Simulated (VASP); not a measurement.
A run of VASP 6.6.1 is set up as follows.

POSCAR

```
C
1.0
   -2.1268362731      1.2279462884      0.0110113261
   -2.1268362731     -1.2279462884      0.0110113261
   -1.0004066418     -0.6139731442     10.6106911214
C
6
Direct
    0.1666680543     -0.2500091088      0.8333543263
    0.5000013876      0.4166575578      0.1666876596
    0.8333347210      0.5833242245      0.5000209930
    0.1666652790      0.0833257755      0.1666790070
    0.4999986124      0.2499924422      0.5000123404
    0.8333319457      0.4166591089      0.8333456737
```

Contents of INCAR.step1:

```
PREC = Accurate ; ENCUT = 520
ISMEAR = 0 ; SIGMA = 0.05
LREAL = False ; LASPH = True
NELM = 100 ; NBANDS = 21
GGA = PE ; ALGO = Normal
EDIFF = 1E-4 ; LWAVE = True
LCHARG = False
```

INCAR.step2

```
PREC = Accurate ; ENCUT = 520
EDIFF = 1E-7 ; ISMEAR = 0
SIGMA = 0.05 ; LREAL = False
LASPH = True ; NELM = 100
ALGO = Normal ; ISIF = 2
LWAVE = False ; LCHARG = True
METAGGA = R2SCAN ; LMIXTAU = True
LELF = True ; LVHAR = True
NBANDS = 21 ; ISTART = 1
```

The input KPOINTS:

```
Automatic mesh
0
Gamma
  12 12 3
```

Potentials or basis: VASP PAW PBE potentials, release 64 (C).

The run is started by

```bash
$ cat potpaw_PBE.64/C/POTCAR > POTCAR
$ cp INCAR.step1 INCAR
$ mpirun -np 1 vasp_std > vasp.out
$ cp INCAR.step2 INCAR
$ mpirun -np 1 vasp_std > vasp.out
```

(1) What does it give for the largest force?

(2) Estimate the pressure.

Answers

(1) 0.016 eV/Å.

(2) 0.7 GPa.

Caveat: the cell differs from its parent crystal (the part above a cut slid along it); the PAW data sets were made with another functional, which shifts forces and pressure a little.
